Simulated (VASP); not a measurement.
# KCl (Pm-3m) in VASP: notebook, part 2 of 2

VASP 6.6.1. The steps go on from the part before.

### 5 Single point, PBE (volume scaled by 1.020 of the coarse rest volume)

File INCAR:

```
ALGO = Normal ; EDIFF = 1E-6
ENCUT = 500 ; GGA = PE
GGA_COMPAT = False ; ISIF = 2
ISMEAR = 0 ; LASPH = True
LCHARG = False ; LREAL = False
LWAVE = False ; NBANDS = 15
NELM = 120 ; PREC = Accurate
SIGMA = 0.02
```

File KPOINTS:

```
k-points
0
Gamma
  6 6 6
```

File POSCAR:

```
KCl
1.0
    3.8933000000      0.0000000000      0.0000000000
    0.0000000000      3.8933000000      0.0000000000
    0.0000000000      0.0000000000      3.8933000000
K Cl
1 1
Direct
    0.0000000000      0.0000000000      0.0000000000
    0.5000000000      0.5000000000      0.5000000000
```

Potentials or basis: VASP PAW PBE potentials, release 64 (K_sv, Cl).

The run is started by

```sh
$ cat potpaw_PBE.64/K_sv/POTCAR potpaw_PBE.64/Cl/POTCAR > POTCAR
$ mpirun -np 1 vasp_std > vasp.out
```

OUTCAR:

```text
EDIFF = 1E-6
   ENCUT = 500
   GGA = PE
   ISIF = 2
   ISMEAR = 0
   LASPH = True
   LREAL = False
   NELM = 120
   PREC = Accurate

 ion  position               nearest neighbor table
   1  0.000  0.000  0.000-
   2  0.500  0.500  0.500-

  LATTYP: Found a simple cubic cell.
 ALAT       =     3.8933000000

  Lattice vectors:

 A1 = (   3.8933000000,   0.0000000000,   0.0000000000)
[... 536 lines left out ...]
     14       8.6668      0.00000
     15      10.9922      0.00000

------------------------ aborting loop because EDIFF is reached ----------------------------------------

  FORCE on cell =-STRESS in cart. coord.  units (eV):
  Direction    XX          YY          ZZ          XY          YZ          ZX
  --------------------------------------------------------------------------------------
  -------------------------------------------------------------------------------------
  Total       -0.2810162     -0.2810162     -0.2810162     -0.0000000      0.0000000     -0.0000000
  in kB       -7.6293632     -7.6293632     -7.6293632     -0.0000000      0.0000000     -0.0000000
  external PRESSURE =      -7.6293632 kB  Pullay stress =       0.0000000 kB

 VOLUME and BASIS-vectors are now :
 -----------------------------------------------------------------------------
  energy-cutoff  :      500.00
  volume of cell :       59.01
      direct lattice vectors                 reciprocal lattice vectors
     3.893300000  0.000000000  0.000000000     0.256851514  0.000000000  0.000000000
     0.000000000  3.893300000  0.000000000     0.000000000  0.256851514  0.000000000
     0.000000000  0.000000000  3.893300000     0.000000000  0.000000000  0.256851514

 POSITION                                       TOTAL-FORCE (eV/Angst)
 -----------------------------------------------------------------------------------
      0.00000      0.00000      0.00000         0.000000      0.000000      0.000000
      1.94665      1.94665      1.94665         0.000000      0.000000      0.000000
 -----------------------------------------------------------------------------------
    total drift:                               -0.000000      0.000000      0.000000

  FREE ENERGIE OF THE ION-ELECTRON SYSTEM (eV)
  ---------------------------------------------------
  free  energy   TOTEN  =        -6.6495917297 eV

  energy  without entropy=       -6.6495917297  energy(sigma->0) =       -6.64959173
```

stdout:

```text
POSCAR found type information on POSCAR K Cl
 POSCAR found :  2 types and       2 ions
 scaLAPACK will be used
 LDA part: xc-table for (Slater+PW92), standard interpolation
 POSCAR, INCAR and KPOINTS ok, starting setup
 FFT: planning ... GRIDC
 FFT: planning ... GRID_SOFT
 FFT: planning ... GRID
 WAVECAR not read
 entering main loop
```

Wall time 8.4 s (1 thread of Intel Xeon 6975P-C (Granite Rapids), shared host); peak memory 0.16 GiB.

What came out:

```yaml
Free_energy: -6.6496 eV
Pressure: -0.8 GPa
Band_gap_on_the_k_mesh: 4.63 eV, indirect (least direct gap 4.82 eV)
```

Caveat: the cell differs from its parent crystal (volume scaled by 1.020 of the coarse rest volume).

### 6 Single point, PBE

This run uses another cell than the first one, of 29.51 Å³/atom, 1.020 times its volume.

File INCAR:

```
SYSTEM = KCl
ALGO = Normal ; EDIFF = 1E-6
ENCUT = 500 ; GGA = PE
GGA_COMPAT = .False. ; ISIF = 2
ISMEAR = -4 ; LASPH = .True.
LCHARG = .False. ; LREAL = .False.
LWAVE = .False. ; NBANDS = 15
NELM = 120 ; PREC = Accurate
SIGMA = 0.02
```

File KPOINTS:

```
k-points
0
Gamma
  6 6 6
  0 0 0
```

POSCAR is that of step 5.

Potentials or basis: VASP PAW PBE potentials, release 64 (K_sv, Cl).

The run is started by

```sh
$ cat potpaw_PBE.64/K_sv/POTCAR potpaw_PBE.64/Cl/POTCAR > POTCAR
$ mpirun -np 1 vasp_std > vasp.out
```

OUTCAR:

```text
SYSTEM = KCl
   EDIFF = 1E-6
   ENCUT = 500
   GGA = PE
   ISIF = 2
   ISMEAR = -4
   LASPH = .True.
   LREAL = .False.
   NELM = 120
   PREC = Accurate

 ion  position               nearest neighbor table
   1  0.000  0.000  0.000-
   2  0.500  0.500  0.500-

  LATTYP: Found a simple cubic cell.
 ALAT       =     3.8933000000

  Lattice vectors:

 A1 = (   3.8933000000,   0.0000000000,   0.0000000000)
 A2 = (   0.0000000000,   3.8933000000,   0.0000000000)
 A3 = (   0.0000000000,   0.0000000000,   3.8933000000)

Analysis of symmetry for initial positions (statically):
=====================================================================
 Subroutine PRICEL returns:
 Original cell was already a primitive cell.

 Routine SETGRP: Setting up the symmetry group for a
 simple cubic supercell.

 Subroutine GETGRP returns: Found 48 space group operations
 (whereof 48 operations were pure point group operations)
 out of a pool of 48 trial point group operations.

The static configuration has the point symmetry O_h .

[... 167 lines left out ...]
      2     -13.5223      2.00000
      3     -12.5667      2.00000
      4     -12.5667      2.00000
      5     -12.5667      2.00000
      6      -1.2249      2.00000
      7      -1.2249      2.00000
      8      -1.2249      2.00000
      9       3.5971      0.00000
     10       5.5657      0.00000
     11       5.5657      0.00000
     12       9.4890      0.00000
     13       9.4890      0.00000
     14       9.4890      0.00000
[... 329 lines left out ...]
      2     -13.1664      2.00000
      3     -12.7150      2.00000
      4     -12.7150      2.00000
      5     -12.7150      2.00000
      6      -2.2420      2.00000
      7      -2.2420      2.00000
      8      -2.2420      2.00000
      9       7.6399      0.00000
     10       7.6399      0.00000
     11       7.6399      0.00000
     12       8.6668      0.00000
     13       8.6668      0.00000
     14       8.6668      0.00000
     15      10.9922      0.00000

------------------------ aborting loop because EDIFF is reached ----------------------------------------

  FORCE on cell =-STRESS in cart. coord.  units (eV):
  Direction    XX          YY          ZZ          XY          YZ          ZX
  --------------------------------------------------------------------------------------
  -------------------------------------------------------------------------------------
  Total       -0.2810162     -0.2810162     -0.2810162      0.0000000      0.0000000     -0.0000000
  in kB       -7.6293631     -7.6293631     -7.6293631      0.0000000      0.0000000     -0.0000000
  external PRESSURE =      -7.6293631 kB  Pullay stress =       0.0000000 kB

 VOLUME and BASIS-vectors are now :
 -----------------------------------------------------------------------------
  energy-cutoff  :      500.00
  volume of cell :       59.01
      direct lattice vectors                 reciprocal lattice vectors
     3.893300000  0.000000000  0.000000000     0.256851514  0.000000000  0.000000000
     0.000000000  3.893300000  0.000000000     0.000000000  0.256851514  0.000000000
     0.000000000  0.000000000  3.893300000     0.000000000  0.000000000  0.256851514

 POSITION                                       TOTAL-FORCE (eV/Angst)
 -----------------------------------------------------------------------------------
      0.00000      0.00000      0.00000         0.000000      0.000000      0.000000
      1.94665      1.94665      1.94665         0.000000      0.000000      0.000000
 -----------------------------------------------------------------------------------
    total drift:                               -0.000000      0.000000      0.000000

  FREE ENERGIE OF THE ION-ELECTRON SYSTEM (eV)
  ---------------------------------------------------
  free  energy   TOTEN  =        -6.6495917297 eV

  energy  without entropy=       -6.6495917297  energy(sigma->0) =       -6.64959173
```

Run time: 8.7 s. Hardware: 1 thread of Intel Xeon 6975P-C (Granite Rapids), shared host; peak memory 0.16 GiB.

What came out:

- Free energy: -6.6496 eV
- Pressure: -0.8 GPa
- Band gap on the k mesh: 4.63 eV, indirect (least direct gap 4.82 eV)

Levels at points of the mesh, in eV from the valence-band top:
```csv
k point,band 6,band 7,band 8,band 9,band 10,band 11
"(0.00, 0.00, 0.00)",-0.19,-0.19,-0.19,4.63,6.60,6.60
"(0.50, 0.00, 0.00)",-1.65,-0.19,-0.19,7.50,7.87,8.00
"(0.50, 0.50, 0.00)",-1.13,-1.13,0.00,6.15,7.22,8.89
"(0.50, 0.50, 0.50)",-1.21,-1.21,-1.21,8.67,8.67,8.67
```

A k mesh can miss the band edges.

### 7 Overview

| cell | k mesh | smearing | gap on the mesh (eV) | pressure (GPa) |
| --- | --- | --- | --- | --- |
| a = 3.868 Å, 2 atoms | 4 × 4 × 4 | gaussian 0.05 eV | 4.70 | -0.4 |
| a = 3.834 Å, 2 atoms | 6 × 6 × 6 | gaussian 0.02 eV | 4.81 | 0.0 |
| a = 3.834 Å, 2 atoms | 6 × 6 × 6, shifted | gaussian 0.02 eV | 5.43 | 0.0 |
| a = 3.893 Å, 2 atoms | 6 × 6 × 6 | gaussian 0.02 eV | 4.63 | -0.8 |
| a = 3.893 Å, 2 atoms | 6 × 6 × 6 | tetrahedron | 4.63 | -0.8 |

Alike in all rows: task single point; level PBE; potentials or basis VASP PAW PBE potentials, release 64 (K_sv, Cl); no spin polarisation; cutoff (eV) 500.

Absolute energies hang on the potentials; compare differences alone.
